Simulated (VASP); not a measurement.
# Cr (P6_3/mmc) in VASP: a series of runs

Runs on Cr. Level: PBE. Tasks: single point.

All numbers are computed with VASP 6.6.1; they aren't measurements. Logs are shortened: lines on timing, memory, paths and dates and some standing lists are left out, and cuts for length are marked.

## Step 1: The cell of the first run

It takes space group P6_3/mmc (No. 194, hexagonal). The conventional cell has a = 2.393 Å, b = 2.393 Å, c = 8.445 Å, α = 90.00°, β = 90.00°, γ = 120.00°. Within 3.2 Å of Cr (site symmetry -3m) lie 12 Cr at 2.39 to 2.52 Å. Cr (site symmetry -6m2) has 12 Cr at 2.39 to 2.52 Å within 3.2 Å.

## Step 2: Single point, PBE, collinear spin, ferromagnetic start (volume scaled by 0.88)

INCAR

```
SYSTEM = Cr
ALGO = Normal
EDIFF = 1E-6
ENCUT = 520
GGA = PE
ISIF = 2
ISMEAR = -1
ISPIN = 2
LASPH = .True.
LCHARG = .True.
LELF = .True.
LMAXMIX = 4
LORBIT = 11
LREAL = .False.
LVHAR = .True.
LWAVE = .False.
MAGMOM = 1.5 1.5 1.5 1.5
NBANDS = 36
NELM = 150
PREC = Accurate
SIGMA = 0.05
```

KPOINTS

```
k-points
0
Gamma
  16 16 4
  0 0 0
```

POSCAR

```
Cr
1.0
    2.3930716034      0.0000000000      0.0000000000
   -1.1965358017      2.0724608016      0.0000000000
    0.0000000000      0.0000000000      8.4450954766
Cr
4
Direct
    1.0000000000      1.0000000000      0.0000000000
    1.0000000000      1.0000000000      0.5000000000
    0.3333333333      0.6666666667      0.2500000000
    0.6666666667      0.3333333333      0.7500000000
```

Potentials or basis: VASP PAW PBE potentials, release 64 (Cr_pv).

Started as:

```console
$ cat potpaw_PBE.64/Cr_pv/POTCAR > POTCAR
$ mpirun -np 1 vasp_std > vasp.out
```

OUTCAR:

```text
SYSTEM = Cr
   EDIFF = 1E-6
   ENCUT = 520
   GGA = PE
   ISIF = 2
   ISMEAR = -1
   ISPIN = 2
   LASPH = .True.
   LORBIT = 11
   LREAL = .False.
   NELM = 150
   PREC = Accurate

 ion  position               nearest neighbor table
   1  0.000  0.000  0.000-   3 2.52   4 2.52   3 2.52   4 2.52   4 2.52   3 2.52
   2  0.000  0.000  0.500-   3 2.52   4 2.52   3 2.52   4 2.52   4 2.52   3 2.52
   3  0.333  0.667  0.250-   1 2.52   2 2.52   1 2.52   2 2.52   1 2.52   2 2.52
   4  0.667  0.333  0.750-   1 2.52   2 2.52   1 2.52   2 2.52   1 2.52   2 2.52

  LATTYP: Found a hexagonal cell.
 ALAT       =     2.3930716034
 C/A-ratio  =     3.5289773464

  Lattice vectors:

 A1 = (   2.3930716034,   0.0000000000,   0.0000000000)
 A2 = (  -1.1965358017,   2.0724608016,   0.0000000000)
 A3 = (   0.0000000000,   0.0000000000,   8.4450954766)

Analysis of symmetry for initial positions (statically):
=====================================================================
 Subroutine PRICEL returns:
 Original cell was already a primitive cell.

 Routine SETGRP: Setting up the symmetry group for a
 hexagonal supercell.

 Subroutine GETGRP returns: Found 24 space group operations
 (whereof 12 operations were pure point group operations)
 out of a pool of 24 trial point group operations.

The static configuration has the point symmetry D_3d.
 The point group associated with its full space group is D_6h.

Analysis of symmetry for dynamics (positions and initial velocities):
=====================================================================
 Subroutine PRICEL returns:
 Original cell was already a primitive cell.

 Routine SETGRP: Setting up the symmetry group for a
 hexagonal supercell.

 Subroutine GETGRP returns: Found 24 space group operations
 (whereof 12 operations were pure point group operations)
 out of a pool of 24 trial point group operations.

The dynamic configuration has the point symmetry D_3d.
 The point group associated with its full space group is D_6h.

Analysis of structural, dynamic, and magnetic symmetry:
=====================================================================
 Subroutine PRICEL returns:
 Original cell was already a primitive cell.

 Routine SETGRP: Setting up the symmetry group for a
 hexagonal supercell.

 Subroutine GETGRP returns: Found 24 space group operations
 (whereof 12 operations were pure point group operations)
 out of a pool of 24 trial point group operations.

The overall configuration has the point symmetry D_3d.
 The point group associated with its full space group is D_6h.

 Subroutine INISYM returns: Found 24 space group operations
 (whereof 12 operations are pure point group operations),
 and found     1 'primitive' translations

----------------------------------------------------------------------------------------

                                     Primitive cell

  volume of cell :      41.8838

  direct lattice vectors                    reciprocal lattice vectors
     2.393071603  0.000000000  0.000000000     0.417872996  0.241259087  0.000000000
    -1.196535802  2.072460802  0.000000000     0.000000000  0.482518173  0.000000000
     0.000000000  0.000000000  8.445095477     0.000000000  0.000000000  0.118411924

  length of vectors
     2.393071603  2.393071603  8.445095477     0.482518173  0.482518173  0.118411924

  position of ions in fractional coordinates (direct lattice)
     0.000000000  0.000000000  0.000000000
     0.000000000  0.000000000  0.500000000
     0.333333333  0.666666667  0.250000000
     0.666666667  0.333333333  0.750000000

  ion indices of the primitive-cell ions
   primitive index   ion index
                 1           1
                 2           2
                 3           3
                 4           4

----------------------------------------------------------------------------------------

 KPOINTS: k-points

Automatic generation of k-mesh.
 Grid dimensions read from file:
 generate k-points for:   16   16    4

 Generating k-lattice:

  Cartesian coordinates                     Fractional coordinates (reciprocal lattice)
     0.026117062  0.015078693  0.000000000     0.062500000  0.000000000  0.000000000
     0.000000000  0.030157386  0.000000000     0.000000000  0.062500000  0.000000000
     0.000000000  0.000000000  0.029602981     0.000000000  0.000000000  0.250000000

  Length of vectors
     0.030157386  0.030157386  0.029602981

  Shift w.r.t. Gamma in fractional coordinates (k-lattice)
     0.000000000  0.000000000  0.000000000

 Subroutine IBZKPT returns following result:
 ===========================================

 Found     90 irreducible k-points:

 Following reciprocal coordinates:
            Coordinates               Weight
  0.000000  0.000000  0.000000      1.000000
  0.062500  0.000000  0.000000      6.000000
  0.125000  0.000000  0.000000      6.000000
  0.187500  0.000000  0.000000      6.000000
  0.250000  0.000000  0.000000      6.000000
  0.312500  0.000000  0.000000      6.000000
[... 16 lines left out ...]
  0.187500  0.187500  0.000000      6.000000
  0.250000  0.187500  0.000000     12.000000
 [... further k-points ...]
   k-points           NKPTS =     90   k-points in BZ     NKDIM =     90   number of bands    NBANDS=     36
   number of dos      NEDOS =    301   number of ions     NIONS =      4
   total plane-waves  NPLWV =  20736
   dimension x,y,z NGX =    18 NGY =   18 NGZ =   64
   dimension x,y,z NGXF=    36 NGYF=   36 NGZF=  128
   ions per type =               4
   NGX,Y,Z   is equivalent  to a cutoff of  12.50, 12.50, 12.60 a.u.
   NGXF,Y,Z  is equivalent  to a cutoff of  25.01, 25.01, 25.20 a.u.
 SYSTEM =  Cr
   PREC   = accura    normal or accurate (medium, high low for compatibility)
   ISTART =      0    job   : 0-new  1-cont  2-samecut
   ICHARG =      2    charge: 1-file 2-atom 10-const
   ISPIN  =      2    spin polarized calculation?
   LNONCOLLINEAR =      F non collinear calculations
   LSORBIT =      F    spin-orbit coupling
   LASPH  =      T    aspherical Exc in radial PAW
   ENCUT  =  520.0 eV  38.22 Ry    6.18 a.u.   4.45  4.45 15.70*2*pi/ulx,y,z
   NELM   =    150;   NELMIN=  2; NELMDL= -5     # of ELM steps
   EDIFF  = 0.1E-05   stopping-criterion for ELM
   LREAL  =      F    real-space projection
   EDIFFG = 0.1E-04   stopping-criterion for IOM
   NSW    =      0    number of steps for IOM
   IBRION =     -1    ionic relax: 0-MD 1-quasi-New 2-CG
   NFREE  =      0    steps in history (QN), initial steepest desc. (CG)
   ISIF   =      2    stress and relaxation
   ISYM   =      2    0-nonsym 1-usesym 2-fastsym
   POTIM  = 0.5000    time-step for ionic-motion
   TEBEG  =    0.0;   TEEND  =   0.0 temperature during run
   PSTRESS=    0.0 pullay stress
   NELECT =      48.0000    total number of electrons
   NUPDOWN=      -1.0000    fix difference up-down
   EMIN   =  10.00;   EMAX   =-10.00  energy-range for DOS
   EFERMI =   0.00;   METHOD = LEGACY
   ISMEAR =    -1;   SIGMA  =   0.05  broadening in eV -4-tet -1-fermi 0-gaus
   EFERMI_NEDOS =   21; number of points for ismear=-14 and -15
   IALGO  =     38    algorithm
   IMIX   =      4    mixing-type and parameters
     AMIX     =   0.40;   BMIX     =  1.00
     AMIX_MAG =   1.60;   BMIX_MAG =  1.00
  volume/ion in A,a.u.               =      10.47        70.66
  Fermi-wavevector in a.u.,A,eV,Ry     =   1.713193  3.237466 39.933528  2.935031
  Thomas-Fermi vector in A             =   2.790982
   LORBIT       =     11    0 simple, 1 ext, 2 COOP (PROOUT), +10 PAW based schemes
   GGA     = PE    functional components
   LHFCALC =     F    Hartree Fock is set to
   AEXX    =    0.0000 exact exchange contribution
   IVDW    =     0    specifies the selected vdW correction
   LEPSILON=     F    determine dielectric tensor
   LRPA    =     F    only Hartree local field effects (RPA)
 spin polarized calculation
  energy-cutoff  :      520.00
  volume of cell :       41.88
 maximum number of plane-waves:      1159
 NGX is ok and might be reduce to    18
   NGX =  9   NGY =  9   NGZ = 31

 number of electron      48.0000056 magnetization       0.0003883

 Free energy of the ion-electron system (eV)
  ---------------------------------------------------
  ext. energy  EPLUGINS =         0.00000000
  ---------------------------------------------------
  free energy    TOTEN  =       -35.90382162 eV

  energy without entropy =      -35.85922625  energy(sigma->0) =      -35.88152393

 E-fermi :  12.2482     XC(G=0): -14.2302

 val. band max:       12.2459043572   @ k =   0.3125   0.2500   0.0000
 cond. band min:      12.2690763763   @ k =   0.3125   0.0625   0.2500
 fundamental gap:      0.0231720191
 Fermi energy:        12.2481812966

 spin component 1

 k-point     1 :       0.0000    0.0000    0.0000
  band No.  band energies     occupation
      1     -31.1731      1.00000
      2     -30.6632      1.00000
      3     -30.6536      1.00000
      4     -30.1194      1.00000
      5     -29.9879      1.00000
      6     -29.9879      1.00000
[... 28 lines left out ...]
     35      14.9494      0.00000
     36      14.9494      0.00000

 k-point     2 :       0.0625    0.0000    0.0000
  band No.  band energies     occupation
      1     -31.1568      1.00000
      2     -30.6602      1.00000
      3     -30.6507      1.00000
      4     -30.1215      1.00000
      5     -30.0345      1.00000
      6     -30.0006      1.00000
[... 28 lines left out ...]
     35      14.9616      0.00000
     36      15.4629      0.00000
[... 817 lines left out ...]
     35      16.0043      0.00000
     36      19.8502      0.00000

 k-point    24 :       0.2500    0.1875    0.0000
  band No.  band energies     occupation
      1     -30.9819      1.00000
      2     -30.9565      1.00000
      3     -30.8795      1.00000
      4     -30.8376      1.00000
      5     -30.7264      1.00000
      6     -30.4602      1.00000
[... 28 lines left out ...]
     35      17.0199      0.00000
     36      19.8378      0.00000

 [... further k-points ...]

 spin component 2

 k-point     1 :       0.0000    0.0000    0.0000
  band No.  band energies     occupation
      1     -31.1731      1.00000
      2     -30.6631      1.00000
      3     -30.6537      1.00000
      4     -30.1194      1.00000
      5     -29.9878      1.00000
      6     -29.9878      1.00000
[... 28 lines left out ...]
     35      14.9494      0.00000
     36      14.9494      0.00000

 k-point     2 :       0.0625    0.0000    0.0000
  band No.  band energies     occupation
      1     -31.1568      1.00000
      2     -30.6600      1.00000
      3     -30.6509      1.00000
      4     -30.1215      1.00000
      5     -30.0345      1.00000
      6     -30.0006      1.00000
[... 28 lines left out ...]
     35      14.9616      0.00000
     36      15.4629      0.00000
[... 817 lines left out ...]
     35      16.0043      0.00000
     36      19.8536      0.00000

 k-point    24 :       0.2500    0.1875    0.0000
  band No.  band energies     occupation
      1     -30.9818      1.00000
      2     -30.9566      1.00000
      3     -30.8795      1.00000
      4     -30.8376      1.00000
      5     -30.7264      1.00000
      6     -30.4602      1.00000
[... 28 lines left out ...]
     35      17.0199      0.00000
     36      19.8278      0.00000

 [... further k-points ...]

------------------------ aborting loop because EDIFF is reached ----------------------------------------

  FORCE on cell =-STRESS in cart. coord.  units (eV):
  Direction    XX          YY          ZZ          XY          YZ          ZX
  --------------------------------------------------------------------------------------
  -------------------------------------------------------------------------------------
  Total       10.5884761     10.5884761      9.3999101     -0.0000000      0.0000000      0.0000000
  in kB      405.0395768    405.0395768    359.5735195     -0.0000000      0.0000000      0.0000000
  external PRESSURE =     389.8842244 kB  Pullay stress =       0.0000000 kB

 VOLUME and BASIS-vectors are now :
 -----------------------------------------------------------------------------
  energy-cutoff  :      520.00
  volume of cell :       41.88
      direct lattice vectors                 reciprocal lattice vectors
     2.393071603  0.000000000  0.000000000     0.417872996  0.241259087  0.000000000
    -1.196535802  2.072460802  0.000000000     0.000000000  0.482518173  0.000000000
     0.000000000  0.000000000  8.445095477     0.000000000  0.000000000  0.118411924

 POSITION                                       TOTAL-FORCE (eV/Angst)
 -----------------------------------------------------------------------------------
      0.00000      0.00000      0.00000        -0.000000      0.000000      0.000000
      0.00000      0.00000      4.22255        -0.000000      0.000000      0.000000
     -0.00000      1.38164      2.11127        -0.000000     -0.000000      0.000000
      1.19654      0.69082      6.33382         0.000000      0.000000     -0.000000
 -----------------------------------------------------------------------------------
    total drift:                                0.000000     -0.000000      0.000000

  FREE ENERGIE OF THE ION-ELECTRON SYSTEM (eV)
  ---------------------------------------------------
  free  energy   TOTEN  =       -35.9038216156 eV

  energy  without entropy=      -35.8592262532  energy(sigma->0) =      -35.88152393

 total charge

# of ion       s       p       d       tot
------------------------------------------
    1        0.490   6.449   4.383  11.322
    2        0.490   6.449   4.383  11.322
    3        0.491   6.450   4.377  11.318
    4        0.491   6.450   4.377  11.318
--------------------------------------------------
tot          1.962  25.798  17.520  45.280

 magnetization (x)

# of ion       s       p       d       tot
------------------------------------------
    1       -0.000   0.000  -0.000  -0.000
    2       -0.000   0.000  -0.000  -0.000
    3       -0.000   0.000   0.000   0.000
    4       -0.000   0.000   0.000   0.000
--------------------------------------------------
tot         -0.000   0.000   0.000   0.000
```

Run time: 4.9 min. Hardware: 1 thread of Intel Xeon Platinum 8488C (Sapphire Rapids), shared host; peak memory 0.29 GiB.

What came out:

```
Free energy                                           : -35.9038 eV
Pressure                                              : 39.0 GPa
Band gap on the k mesh                                : zero (filled and empty bands overlap)
Net moment                                            : 0.00 μB per cell
Valence electrons inside the program's atomic spheres : Cr 11.32
```

Stress tensor (GPa, compression positive):
```
40.50  0.00  0.00
 0.00 40.50  0.00
 0.00  0.00 35.96
```

Caveat: the starting moments collapsed, and a magnetic state may lie lower.

## Step 3: Single point, PBE, collinear spin, ferromagnetic start (volume scaled by 0.92)

INCAR

```
PREC = Accurate
ENCUT = 520
EDIFF = 1E-6
ISMEAR = -1
SIGMA = 0.05
LREAL = False
LASPH = True
NELM = 150
ALGO = Normal
ISIF = 2
LWAVE = False
LCHARG = False
ISPIN = 2
MAGMOM = 1.5 1.5 1.5 1.5
LORBIT = 11
LMAXMIX = 4
GGA = PE
NBANDS = 36
```

KPOINTS

```
Automatic mesh
0
Gamma
  16 16 4
```

POSCAR

```
Cr
1.0
    2.4287943566      0.0000000000      0.0000000000
   -1.2143971783      2.1033976134      0.0000000000
    0.0000000000      0.0000000000      8.5711602635
Cr
4
Direct
    1.0000000000      1.0000000000      0.0000000000
    1.0000000000      1.0000000000      0.5000000000
    0.3333333333      0.6666666667      0.2500000000
    0.6666666667      0.3333333333      0.7500000000
```

Potentials or basis: VASP PAW PBE potentials, release 64 (Cr_pv).

Started as:

```console
$ cat potpaw_PBE.64/Cr_pv/POTCAR > POTCAR
$ mpirun -np 1 vasp_std > vasp.out
```

Run time: 4.7 min. Hardware: 1 thread of Intel Xeon Platinum 8488C (Sapphire Rapids), shared host; peak memory 0.3 GiB.

It converged, with:

```yaml
Free_energy: -36.2695 eV
Pressure: 23.0 GPa
Band_gap_on_the_k_mesh: zero (filled and empty bands overlap)
Net_moment: 0.00 μB per cell
Valence_electrons_inside_the_program's_atomic_spheres: Cr 11.21
```

Stress tensor (GPa, compression positive):
```
23.95  0.00  0.00
 0.00 23.95  0.00
 0.00  0.00 21.05
```

Levels at points of the mesh, in eV from the Fermi level:
Spin up:
```tsv
k point	band 21	band 22	band 23	band 24	band 25	band 26	band 27	band 28
(0.00, 0.00, 0.00)	-0.52	-0.42	-0.42	-0.24	-0.24	-0.12	-0.12	0.02
(0.50, 0.00, 0.00)	-0.74	-0.31	-0.27	1.00	1.00	2.02	2.58	2.60
(0.00, 0.00, 0.50)	-0.44	-0.44	-0.44	-0.44	-0.23	-0.23	-0.23	-0.23
(0.50, 0.00, 0.50)	0.08	0.08	0.20	0.20	0.77	0.77	2.09	2.09
```
Spin down:
```
           k point  band 22  band 23  band 24  band 25  band 26  band 27
(0.00, 0.00, 0.00)    -0.42    -0.42    -0.24    -0.24    -0.12    -0.12
(0.50, 0.00, 0.00)    -0.31    -0.27     1.00     1.00     2.02     2.58
(0.00, 0.00, 0.50)    -0.44    -0.44    -0.44    -0.23    -0.23    -0.23
(0.50, 0.00, 0.50)     0.08     0.20     0.20     0.77     0.77     2.09
```

Caveat: the starting moments collapsed, and a magnetic state may lie lower.

(Continued in part 2 of 2.)
